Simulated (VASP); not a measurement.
# W (P6_3/mmc) in VASP: notebook

The runs below take W through single point, relaxation of cell and atoms, with PBE.

Program: VASP 6.6.1. These are calculated values, not measurements. Logs are shortened: lines on timing, memory, paths and dates and some standing lists are left out, and cuts for length are marked.

## (1) The cell of the first run

It takes space group P6_3/mmc (No. 194, hexagonal). Conventional cell: a = 2.780 Å, b = 2.780 Å, c = 4.938 Å, α = 90.00°, β = 90.00°, γ = 120.00°. Within 3.7 Å of W (site symmetry -6m2) lie 12 W at 2.78 to 2.94 Å.

## (2) Single point, PBE

Input file INCAR:

```
ALGO = Normal
EDIFF = 1E-6
ENCUT = 520
GGA = PE
ISIF = 2
ISMEAR = -1
LASPH = True
LCHARG = False
LREAL = False
LWAVE = False
NBANDS = 21
NELM = 80
PREC = Accurate
SIGMA = 0.1
```

Input file KPOINTS:

```
k-points
0
Gamma
  9 9 5
```

Input file POSCAR:

```
W
1.0
    2.7799183470      0.0000000000      0.0000000000
   -1.3899591735      2.4074799089      0.0000000000
    0.0000000000      0.0000000000      4.9381035547
W
2
Direct
    0.3333333333      0.6666666667      0.2500000000
    0.6666666667      0.3333333333      0.7500000000
```

Potentials or basis: VASP PAW PBE potentials, release 64 (W_sv).

Launch:

```
$ cat potpaw_PBE.64/W_sv/POTCAR > POTCAR
$ mpirun -np 1 vasp_std > vasp.out
```

OUTCAR:

```text
EDIFF = 1E-6
   ENCUT = 520
   GGA = PE
   ISIF = 2
   ISMEAR = -1
   LASPH = True
   LREAL = False
   NELM = 80
   PREC = Accurate

 ion  position               nearest neighbor table
   1  0.333  0.667  0.250-   2 2.94   2 2.94   2 2.94   2 2.94   2 2.94   2 2.94
   2  0.667  0.333  0.750-   1 2.94   1 2.94   1 2.94   1 2.94   1 2.94   1 2.94

  LATTYP: Found a hexagonal cell.
 ALAT       =     2.7799183470
 C/A-ratio  =     1.7763484169

  Lattice vectors:

 A1 = (   2.7799183470,   0.0000000000,   0.0000000000)
 A2 = (  -1.3899591735,   2.4074799089,   0.0000000000)
 A3 = (   0.0000000000,   0.0000000000,   4.9381035547)

Analysis of symmetry for initial positions (statically):
=====================================================================
 Subroutine PRICEL returns:
 Original cell was already a primitive cell.

 Routine SETGRP: Setting up the symmetry group for a
 hexagonal supercell.

 Subroutine GETGRP returns: Found 24 space group operations
 (whereof 12 operations were pure point group operations)
 out of a pool of 24 trial point group operations.

The static configuration has the point symmetry D_3d.
 The point group associated with its full space group is D_6h.

Analysis of symmetry for dynamics (positions and initial velocities):
=====================================================================
 Subroutine PRICEL returns:
 Original cell was already a primitive cell.

 Routine SETGRP: Setting up the symmetry group for a
 hexagonal supercell.

 Subroutine GETGRP returns: Found 24 space group operations
 (whereof 12 operations were pure point group operations)
 out of a pool of 24 trial point group operations.

The dynamic configuration has the point symmetry D_3d.
 The point group associated with its full space group is D_6h.

 Subroutine INISYM returns: Found 24 space group operations
 (whereof 12 operations are pure point group operations),
 and found     1 'primitive' translations

----------------------------------------------------------------------------------------

                                     Primitive cell

  volume of cell :      33.0487

  direct lattice vectors                    reciprocal lattice vectors
[... 68 lines left out ...]
 [... further k-points ...]
   k-points           NKPTS =     36   k-points in BZ     NKDIM =     36   number of bands    NBANDS=     21
   number of dos      NEDOS =    301   number of ions     NIONS =      2
   total plane-waves  NPLWV =  23040
   dimension x,y,z NGX =    24 NGY =   24 NGZ =   40
   dimension x,y,z NGXF=    48 NGYF=   48 NGZF=   80
   ions per type =               2
   NGX,Y,Z   is equivalent  to a cutoff of  14.35, 14.35, 13.47 a.u.
   NGXF,Y,Z  is equivalent  to a cutoff of  28.71, 28.71, 26.93 a.u.
 SYSTEM =  unknown system
   PREC   = accura    normal or accurate (medium, high low for compatibility)
   ISTART =      0    job   : 0-new  1-cont  2-samecut
   ICHARG =      2    charge: 1-file 2-atom 10-const
   ISPIN  =      1    spin polarized calculation?
   LNONCOLLINEAR =      F non collinear calculations
   LSORBIT =      F    spin-orbit coupling
   LASPH  =      T    aspherical Exc in radial PAW
   ENCUT  =  520.0 eV  38.22 Ry    6.18 a.u.   5.17  5.17  9.18*2*pi/ulx,y,z
   NELM   =     80;   NELMIN=  2; NELMDL= -5     # of ELM steps
   EDIFF  = 0.1E-05   stopping-criterion for ELM
   LREAL  =      F    real-space projection
   EDIFFG = 0.1E-04   stopping-criterion for IOM
   NSW    =      0    number of steps for IOM
   IBRION =     -1    ionic relax: 0-MD 1-quasi-New 2-CG
   NFREE  =      0    steps in history (QN), initial steepest desc. (CG)
   ISIF   =      2    stress and relaxation
   ISYM   =      2    0-nonsym 1-usesym 2-fastsym
   POTIM  = 0.5000    time-step for ionic-motion
   TEBEG  =    0.0;   TEEND  =   0.0 temperature during run
   PSTRESS=    0.0 pullay stress
   NELECT =      28.0000    total number of electrons
   NUPDOWN=      -1.0000    fix difference up-down
   EMIN   =  10.00;   EMAX   =-10.00  energy-range for DOS
   EFERMI =   0.00;   METHOD = LEGACY
   ISMEAR =    -1;   SIGMA  =   0.10  broadening in eV -4-tet -1-fermi 0-gaus
   EFERMI_NEDOS =   21; number of points for ismear=-14 and -15
   IALGO  =     38    algorithm
   IMIX   =      4    mixing-type and parameters
     AMIX     =   0.40;   BMIX     =  1.00
     AMIX_MAG =   1.60;   BMIX_MAG =  1.00
  volume/ion in A,a.u.               =      16.52       111.51
  Fermi-wavevector in a.u.,A,eV,Ry     =   1.549087  2.927350 32.649509  2.399671
  Thomas-Fermi vector in A             =   2.653944
   LORBIT       =      0    0 simple, 1 ext, 2 COOP (PROOUT), +10 PAW based schemes
   GGA     = PE    functional components
[... 5 lines left out ...]
 non-spin polarized calculation
  energy-cutoff  :      520.00
  volume of cell :       33.05
 maximum number of plane-waves:       901
 NGX is ok and might be reduce to    24
   NGX = 11   NGY = 11   NGZ = 19

 number of electron      28.0000003 magnetization

 Free energy of the ion-electron system (eV)
  ---------------------------------------------------
  ext. energy  EPLUGINS =         0.00000000
  ---------------------------------------------------
  free energy    TOTEN  =       -24.94318338 eV

  energy without entropy =      -24.87604718  energy(sigma->0) =      -24.90961528

 E-fermi :  10.4925     XC(G=0): -13.3893

 val. band max:       10.4670458260   @ k =   0.1111   0.0000   0.2000
 cond. band min:      10.5013876037   @ k =   0.0000   0.0000   0.2000
 fundamental gap:      0.0343417777
 Fermi energy:        10.4924886145

 k-point     1 :       0.0000    0.0000    0.0000
  band No.  band energies     occupation
      1     -63.2897      2.00000
      2     -63.2196      2.00000
      3     -28.0006      2.00000
      4     -27.1003      2.00000
      5     -26.9184      2.00000
      6     -26.9184      2.00000
[... 565 lines left out ...]
     20      18.0091      0.00000
     21      20.4255      0.00000

 [... further k-points ...]
[... 5 lines left out ...]
  --------------------------------------------------------------------------------------
  -------------------------------------------------------------------------------------
  Total        0.0975389      0.0975389      0.0736023      0.0000000     -0.0000000      0.0000000
  in kB        4.7286099      4.7286099      3.5681824      0.0000000     -0.0000000      0.0000000
  external PRESSURE =       4.3418007 kB  Pullay stress =       0.0000000 kB

 VOLUME and BASIS-vectors are now :
 -----------------------------------------------------------------------------
  energy-cutoff  :      520.00
  volume of cell :       33.05
      direct lattice vectors                 reciprocal lattice vectors
     2.779918347  0.000000000  0.000000000     0.359722796  0.207686053  0.000000000
    -1.389959174  2.407479909  0.000000000     0.000000000  0.415372106  0.000000000
     0.000000000  0.000000000  4.938103555     0.000000000  0.000000000  0.202506891

 POSITION                                       TOTAL-FORCE (eV/Angst)
 -----------------------------------------------------------------------------------
     -0.00000      1.60499      1.23453         0.000000      0.000000      0.000000
      1.38996      0.80249      3.70358        -0.000000      0.000000      0.000000
 -----------------------------------------------------------------------------------
    total drift:                                0.000000     -0.000000      0.000000

  FREE ENERGIE OF THE ION-ELECTRON SYSTEM (eV)
  ---------------------------------------------------
  free  energy   TOTEN  =       -24.9431833833 eV

  energy  without entropy=      -24.8760471752  energy(sigma->0) =      -24.90961528
```

OSZICAR:

```text
N       E                     dE             d eps       ncg     rms          rms(c)
DAV:   1     0.291900958558E+03    0.29190E+03   -0.17205E+04  1512   0.157E+03
DAV:   2    -0.166437479087E+02   -0.30854E+03   -0.30133E+03  1650   0.466E+02
DAV:   3    -0.260769379777E+02   -0.94332E+01   -0.92224E+01  1725   0.822E+01
DAV:   4    -0.261684565774E+02   -0.91519E-01   -0.91425E-01  1607   0.862E+00
DAV:   5    -0.261694873764E+02   -0.10308E-02   -0.10308E-02  1712   0.920E-01    0.269E+01
DAV:   6    -0.251981862016E+02    0.97130E+00   -0.12170E+00  1630   0.106E+01    0.105E+01
DAV:   7    -0.249520554560E+02    0.24613E+00   -0.62335E-01  1675   0.694E+00    0.729E-01
DAV:   8    -0.249432672750E+02    0.87882E-02   -0.12009E-02  1557   0.108E+00    0.113E-01
DAV:   9    -0.249431839342E+02    0.83341E-04   -0.38239E-04  1952   0.167E-01    0.636E-02
DAV:  10    -0.249431838589E+02    0.75365E-07   -0.21488E-05  1577   0.427E-02    0.753E-03
DAV:  11    -0.249431833833E+02    0.47556E-06   -0.42900E-06  1510   0.186E-02
   1 F= -.24943183E+02 E0= -.24909615E+02  d E =-.671362E-01
```

stdout:

```text
POSCAR found type information on POSCAR W
 POSCAR found :  1 types and       2 ions
 scaLAPACK will be used
 LDA part: xc-table for (Slater+PW92), standard interpolation
 POSCAR, INCAR and KPOINTS ok, starting setup
 FFT: planning ... GRIDC
 FFT: planning ... GRID_SOFT
 FFT: planning ... GRID
 WAVECAR not read
 entering main loop
```

It took 7.4 s on 1 thread of Intel Xeon 6975P-C (Granite Rapids), shared host; peak memory 0.17 GiB.

What came out:

```yaml
Free_energy: -24.9432 eV
Pressure: 0.4 GPa
Band_gap_on_the_k_mesh: zero (band 14 reaches 11.55 eV, above the bottom of band 15 at 10.09 eV)
```

Caveat: spin-orbit coupling is left out, which moves the levels of the heavy elements.

## (3) Relaxation of cell and atoms, PBE

This run uses another cell than the first one, of 15.86 Å³/atom, 0.960 times its volume.

Input file INCAR:

```
SYSTEM = W
PREC = Accurate
ENCUT = 600
EDIFF = 1E-6
ISMEAR = -1
SIGMA = 0.1
LREAL = .FALSE.
LASPH = .TRUE.
NELM = 60
ALGO = Normal
ISIF = 3
LWAVE = .FALSE.
LCHARG = .FALSE.
GGA = PE
IBRION = 2
NSW = 60
EDIFFG = -0.01
```

Input file KPOINTS:

```
regular mesh
0
G
  9 9 5
  0 0 0
```

Input file POSCAR:

```
W
1.0
    2.8200000000      0.0000000000      0.0000000000
   -1.4100000000      2.4421916387      0.0000000000
    0.0000000000      0.0000000000      4.6050600000
W
2
Direct
    0.3333333333      0.6666666667      0.2500000000
    0.6666666667      0.3333333333      0.7500000000
```

Potentials or basis: VASP PAW PBE potentials, release 64 (W_sv).

Launch:

```
$ cat potpaw_PBE.64/W_sv/POTCAR > POTCAR
$ mpirun -np 1 vasp_std > vasp.out
```

Run time: 37 s. Hardware: 1 thread of Intel Xeon 6975P-C (Granite Rapids), shared host; peak memory 0.18 GiB.

The run converged. Its results:

| Quantity | Value |
| --- | --- |
| Free energy | -24.9430 eV |
| Relaxed volume | 16.56 Å³/atom |
| Relaxed cell | a = 2.782 Å, b = 2.782 Å, c = 4.940 Å, α = 90.00°, β = 90.00°, γ = 120.00° |
| Space group after relaxing (to 0.05 Å) | P6_3/mmc (No. 194) |
| Energy gained by relaxing | 76.0 meV/atom |
| Ionic steps | 7 |
| Pressure after relaxing | 0.0 GPa |
| Band gap on the k mesh | zero (band 14 reaches 11.52 eV, above the bottom of band 15 at 10.06 eV) |

The path:
```
step  energy change (eV)  largest force (eV/Å)  pressure (GPa)  volume (Å³)
   1              0.0000                0.0000           11.40        31.71
   2              0.2217                0.0000          -25.89        37.13
   3             -0.0784                0.0000           -4.23        33.47
   4             -0.1422                0.0000           -1.57        33.38
   5             -0.1496                0.0000           -2.46        33.41
   6             -0.1380                0.0000            6.30        32.40
   7             -0.1519                0.0000           -0.04        33.11
```

Final structure:
```yaml
crystal:
  lattice:
    - [2.78197, 0.00000, 0.00000]
    - [-1.39099, 2.40926, 0.00000]
    - [0.00000, 0.00000, 4.94030]
  atoms:
    - { symbol: W, position: [0.33333, 0.66667, 0.25000] }
    - { symbol: W, position: [0.66667, 0.33333, 0.75000] }
```

Levels at points of the mesh, in eV from the Fermi level:
```csv
k point,band 11,band 12,band 13,band 14,band 15,band 16,band 17,band 18
"(0.00, 0.00, 0.00)",-1.64,-0.42,-0.42,-0.29,0.15,0.15,1.97,1.97
```

Caveat: spin-orbit coupling is left out, which moves the levels of the heavy elements.
